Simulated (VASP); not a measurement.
# TiAl (Cmcm) in VASP: a series of runs

Runs on TiAl. Level: PBE. Tasks: single point.

Everything below comes from runs of VASP 6.6.1. Logs are shortened: lines on timing, memory, paths and dates and some standing lists are left out, and cuts for length are marked.

### Step 1. The cell of the first run

Symmetry: Cmcm, No. 63, orthorhombic system. The conventional cell has a = 3.650 Å, b = 9.631 Å, c = 3.626 Å, α = 90.00°, β = 90.00°, γ = 90.00°. Within 3.7 Å of Ti (site symmetry m2m) lie 7 Al at 2.63 to 2.93 Å and 10 Ti at 3.26 to 3.65 Å. Within 2.8 Å of Al (site symmetry m2m) lie 2 Al at 2.05 Å and 6 Ti at 2.63 to 2.73 Å.

### Step 2. Single point, PBE

Input file INCAR:

```
PREC = Accurate
ENCUT = 520
EDIFF = 1E-6
ISMEAR = 0
SIGMA = 0.1
LREAL = F
LASPH = T
NELM = 100
ALGO = Normal
ISIF = 2
LWAVE = F
LCHARG = T
GGA = PE
LELF = T
LVHAR = T
NBANDS = 23
```

Input file KPOINTS:

```
Automatic mesh
0
Gamma
  6 6 6
```

Input file POSCAR:

```
TiAl
1.0
    1.8251635903     -4.8157187975      0.0000000000
    1.8251635903      4.8157187975      0.0000000000
    0.0000000000      0.0000000000      3.6256628078
Ti Al
2 2
Direct
    0.8540000000      0.1460000000      0.7500000000
    0.1460000000      0.8540000000      0.2500000000
    0.5500000000      0.4500000000      0.7500000000
    0.4500000000      0.5500000000      0.2500000000
```

Potentials or basis: VASP PAW PBE potentials, release 64 (Ti_sv, Al).

On the command line:

```bash
cat potpaw_PBE.64/Ti_sv/POTCAR potpaw_PBE.64/Al/POTCAR > POTCAR
mpirun -np 1 vasp_std > vasp.out
```

OUTCAR:

```text
PREC = Accurate
   ENCUT = 520
   EDIFF = 1E-6
   ISMEAR = 0
   LREAL = F
   LASPH = T
   NELM = 100
   ISIF = 2
   GGA = PE

 ion  position               nearest neighbor table
   1  0.854  0.146  0.750-   3 2.63   3 2.63   4 2.73   4 2.73   4 2.73   4 2.73   3 2.93
   2  0.146  0.854  0.250-   4 2.63   4 2.63   3 2.73   3 2.73   3 2.73   3 2.73   4 2.93
   3  0.550  0.450  0.750-   4 2.05   4 2.05   1 2.63   1 2.63   2 2.73   2 2.73   2 2.73   2 2.73
                             1 2.93
   4  0.450  0.550  0.250-   3 2.05   3 2.05   2 2.63   2 2.63   1 2.73   1 2.73   1 2.73   1 2.73
                             2 2.93

  LATTYP: Found a base centered orthorhombic cell.
 ALAT       =     3.6503271806
 B/A-ratio  =     2.6385135136
 C/A-ratio  =     0.9932432433

  Lattice vectors:

 A1 = (   1.8251635903,  -4.8157187975,   0.0000000000)
 A2 = (   1.8251635903,   4.8157187975,   0.0000000000)
 A3 = (   0.0000000000,   0.0000000000,   3.6256628078)

Analysis of symmetry for initial positions (statically):
=====================================================================
 Subroutine PRICEL returns:
 Original cell was already a primitive cell.

 Routine SETGRP: Setting up the symmetry group for a
 base centered orthorhombic supercell.

 Subroutine GETGRP returns: Found  8 space group operations
 (whereof  4 operations were pure point group operations)
 out of a pool of  8 trial point group operations.

The static configuration has the point symmetry C_2h.
 The point group associated with its full space group is D_2h.

Analysis of symmetry for dynamics (positions and initial velocities):
=====================================================================
 Subroutine PRICEL returns:
 Original cell was already a primitive cell.

 Routine SETGRP: Setting up the symmetry group for a
 base centered orthorhombic supercell.

 Subroutine GETGRP returns: Found  8 space group operations
 (whereof  4 operations were pure point group operations)
 out of a pool of  8 trial point group operations.

The dynamic configuration has the point symmetry C_2h.
 The point group associated with its full space group is D_2h.

 Subroutine INISYM returns: Found  8 space group operations
 (whereof  4 operations are pure point group operations),
 and found     1 'primitive' translations

----------------------------------------------------------------------------------------

                                     Primitive cell

  volume of cell :      63.7353

  direct lattice vectors                    reciprocal lattice vectors
     1.825163590 -4.815718797  0.000000000     0.273948046 -0.103826660  0.000000000
     1.825163590  4.815718797  0.000000000     0.273948046  0.103826660  0.000000000
     0.000000000  0.000000000  3.625662808     0.000000000  0.000000000  0.275811639

  length of vectors
     5.149987346  5.149987346  3.625662808     0.292963321  0.292963321  0.275811639

  position of ions in fractional coordinates (direct lattice)
     0.854000000  0.146000000  0.750000000
     0.146000000  0.854000000  0.250000000
     0.550000000  0.450000000  0.750000000
     0.450000000  0.550000000  0.250000000

  ion indices of the primitive-cell ions
   primitive index   ion index
                 1           1
                 2           2
                 3           3
                 4           4

----------------------------------------------------------------------------------------

 KPOINTS: Automatic mesh

Automatic generation of k-mesh.
 Grid dimensions read from file:
 generate k-points for:    6    6    6

 Generating k-lattice:

  Cartesian coordinates                     Fractional coordinates (reciprocal lattice)
     0.045658008 -0.017304443  0.000000000     0.166666667  0.000000000  0.000000000
     0.045658008  0.017304443  0.000000000     0.000000000  0.166666667  0.000000000
     0.000000000  0.000000000  0.045968606     0.000000000  0.000000000  0.166666667

  Length of vectors
     0.048827220  0.048827220  0.045968606

  Shift w.r.t. Gamma in fractional coordinates (k-lattice)
     0.000000000  0.000000000  0.000000000

 Subroutine IBZKPT returns following result:
 ===========================================

 Found     52 irreducible k-points:

 Following reciprocal coordinates:
            Coordinates               Weight
  0.000000  0.000000  0.000000      1.000000
  0.166667 -0.000000  0.000000      4.000000
  0.333333 -0.000000  0.000000      4.000000
  0.500000 -0.000000  0.000000      2.000000
  0.166667  0.166667  0.000000      2.000000
  0.333333  0.166667  0.000000      4.000000
[... 16 lines left out ...]
  0.333333  0.333333  0.166667      4.000000
  0.500000  0.333333  0.166667      8.000000
 [... further k-points ...]
   k-points           NKPTS =     52   k-points in BZ     NKDIM =     52   number of bands    NBANDS=     23
   number of dos      NEDOS =    301   number of ions     NIONS =      4
   total plane-waves  NPLWV =  44800
   dimension x,y,z NGX =    40 NGY =   40 NGZ =   28
   dimension x,y,z NGXF=    80 NGYF=   80 NGZF=   56
   ions per type =               2   2
   NGX,Y,Z   is equivalent  to a cutoff of  12.91, 12.91, 12.84 a.u.
   NGXF,Y,Z  is equivalent  to a cutoff of  25.82, 25.82, 25.68 a.u.
 SYSTEM =  unknown system
   PREC   = accura    normal or accurate (medium, high low for compatibility)
   ISTART =      0    job   : 0-new  1-cont  2-samecut
   ICHARG =      2    charge: 1-file 2-atom 10-const
   ISPIN  =      1    spin polarized calculation?
   LNONCOLLINEAR =      F non collinear calculations
   LSORBIT =      F    spin-orbit coupling
   LASPH  =      T    aspherical Exc in radial PAW
   ENCUT  =  520.0 eV  38.22 Ry    6.18 a.u.   9.58  9.58  6.74*2*pi/ulx,y,z
   NELM   =    100;   NELMIN=  2; NELMDL= -5     # of ELM steps
   EDIFF  = 0.1E-05   stopping-criterion for ELM
   LREAL  =      F    real-space projection
   EDIFFG = 0.1E-04   stopping-criterion for IOM
   NSW    =      0    number of steps for IOM
   IBRION =     -1    ionic relax: 0-MD 1-quasi-New 2-CG
   NFREE  =      0    steps in history (QN), initial steepest desc. (CG)
   ISIF   =      2    stress and relaxation
   ISYM   =      2    0-nonsym 1-usesym 2-fastsym
   POTIM  = 0.5000    time-step for ionic-motion
   TEBEG  =    0.0;   TEEND  =   0.0 temperature during run
   PSTRESS=    0.0 pullay stress
   NELECT =      30.0000    total number of electrons
   NUPDOWN=      -1.0000    fix difference up-down
   EMIN   =  10.00;   EMAX   =-10.00  energy-range for DOS
   EFERMI =   0.00;   METHOD = LEGACY
   ISMEAR =     0;   SIGMA  =   0.10  broadening in eV -4-tet -1-fermi 0-gaus
   EFERMI_NEDOS =   21; number of points for ismear=-14 and -15
   IALGO  =     38    algorithm
   IMIX   =      4    mixing-type and parameters
     AMIX     =   0.40;   BMIX     =  1.00
     AMIX_MAG =   1.60;   BMIX_MAG =  1.00
  volume/ion in A,a.u.               =      15.93       107.53
  Fermi-wavevector in a.u.,A,eV,Ry     =   1.273469  2.406508 22.064895  1.621724
  Thomas-Fermi vector in A             =   2.406291
   LORBIT       =      0    0 simple, 1 ext, 2 COOP (PROOUT), +10 PAW based schemes
   GGA     = PE    functional components
   LHFCALC =     F    Hartree Fock is set to
   AEXX    =    0.0000 exact exchange contribution
   IVDW    =     0    specifies the selected vdW correction
   LEPSILON=     F    determine dielectric tensor
   LRPA    =     F    only Hartree local field effects (RPA)
 non-spin polarized calculation
 Gauss-broadening in eV      SIGMA  =   0.10
  energy-cutoff  :      520.00
  volume of cell :       63.74
 maximum number of plane-waves:      1743
 NGX is ok and might be reduce to    40
   NGX = 19   NGY = 19   NGZ = 13

 number of electron      30.0000000 magnetization

 Free energy of the ion-electron system (eV)
  ---------------------------------------------------
  ext. energy  EPLUGINS =         0.00000000
  ---------------------------------------------------
  free energy    TOTEN  =       -21.44399878 eV

  energy without entropy =      -21.42228035  energy(sigma->0) =      -21.43313957

 E-fermi :   7.9914     XC(G=0): -11.0453

 val. band max:        7.9819531982   @ k =   0.5000  -0.0000   0.1667
 cond. band min:       7.9986730404   @ k =   0.5000   0.5000   0.5000
 fundamental gap:      0.0167198422
 Fermi energy:         7.9913987457

 k-point     1 :       0.0000    0.0000    0.0000
  band No.  band energies     occupation
      1     -48.6335      2.00000
      2     -48.6069      2.00000
      3     -24.9192      2.00000
      4     -24.9179      2.00000
      5     -24.8904      2.00000
      6     -24.8468      2.00000
[... 15 lines left out ...]
     22      11.4737      0.00000
     23      13.6059      0.00000

 k-point     2 :       0.1667   -0.0000    0.0000
  band No.  band energies     occupation
      1     -48.6313      2.00000
      2     -48.6080      2.00000
      3     -24.9169      2.00000
      4     -24.9137      2.00000
      5     -24.9017      2.00000
      6     -24.8535      2.00000
[... 15 lines left out ...]
     22      11.6648      0.00000
     23      12.2211      0.00000

 k-point     3 :       0.3333   -0.0000    0.0000
  band No.  band energies     occupation
      1     -48.6258      2.00000
      2     -48.6111      2.00000
      3     -24.9267      2.00000
      4     -24.9219      2.00000
      5     -24.9001      2.00000
      6     -24.8577      2.00000
[... 15 lines left out ...]
     22      12.1527      0.00000
     23      12.3051      0.00000
[... 495 lines left out ...]
 k-point    23 :       0.3333    0.3333    0.1667
  band No.  band energies     occupation
      1     -48.6187      2.00000
      2     -48.6171      2.00000
      3     -24.9331      2.00000
      4     -24.9174      2.00000
      5     -24.9033      2.00000
      6     -24.8680      2.00000
[... 15 lines left out ...]
     22      11.5981      0.00000
     23      13.8541      0.00000

 k-point    24 :       0.5000    0.3333    0.1667
  band No.  band energies     occupation
      1     -48.6236      2.00000
      2     -48.6145      2.00000
      3     -24.9199      2.00000
      4     -24.9099      2.00000
      5     -24.8993      2.00000
      6     -24.8532      2.00000
[... 15 lines left out ...]
     22      11.4944      0.00000
     23      12.9834      0.00000

 [... further k-points ...]

------------------------ aborting loop because EDIFF is reached ----------------------------------------

  FORCE on cell =-STRESS in cart. coord.  units (eV):
  Direction    XX          YY          ZZ          XY          YZ          ZX
  --------------------------------------------------------------------------------------
  -------------------------------------------------------------------------------------
  Total        0.8311038      6.8194020     18.2741238      0.0000000     -0.0000000      0.0000000
  in kB       20.8922651    171.4259448    459.3744346      0.0000000     -0.0000000      0.0000000
  external PRESSURE =     217.2308815 kB  Pullay stress =       0.0000000 kB

 VOLUME and BASIS-vectors are now :
 -----------------------------------------------------------------------------
  energy-cutoff  :      520.00
  volume of cell :       63.74
      direct lattice vectors                 reciprocal lattice vectors
     1.825163590 -4.815718797  0.000000000     0.273948046 -0.103826660  0.000000000
     1.825163590  4.815718797  0.000000000     0.273948046  0.103826660  0.000000000
     0.000000000  0.000000000  3.625662808     0.000000000  0.000000000  0.275811639

 POSITION                                       TOTAL-FORCE (eV/Angst)
 -----------------------------------------------------------------------------------
      1.82516     -3.40953      2.71925         0.000000      1.240130      0.000000
      1.82516      3.40953      0.90642         0.000000     -1.240130     -0.000000
      1.82516     -0.48157      2.71925         0.000000     -6.802446     -0.000000
      1.82516      0.48157      0.90642         0.000000      6.802446     -0.000000
 -----------------------------------------------------------------------------------
    total drift:                               -0.000000     -0.000000      0.000000

  FREE ENERGIE OF THE ION-ELECTRON SYSTEM (eV)
  ---------------------------------------------------
  free  energy   TOTEN  =       -21.4439987811 eV

  energy  without entropy=      -21.4222803546  energy(sigma->0) =      -21.43313957
```

Wall time 80 s (1 thread of AMD EPYC 7R13 (Zen 3), shared host); peak memory 0.2 GiB.

Results:

- Free energy: -21.4440 eV
- Pressure: 21.7 GPa
- Largest force: 6.802 eV/Å
- Band gap on the k mesh: zero (bands 15 and 16 overlap by 1.10 eV)

Forces on the atoms (eV/Å):
```
Ti   0.000  1.240  0.000
Ti   0.000 -1.240  0.000
Al   0.000 -6.802  0.000
Al   0.000  6.802  0.000
```

Stress tensor (GPa, compression positive):
```
 2.09  0.00  0.00
 0.00 17.14  0.00
 0.00  0.00 45.94
```

Caveat: the stress differs along the axes, from 2 to 46 GPa; forces of over 1 eV/Å act on the atoms, so gaps and moduli don't describe the material at rest.

(Part 1 of 2 ends here.)

The gap in the log of VASP goes by the Fermi energy; the results here count the filled bands.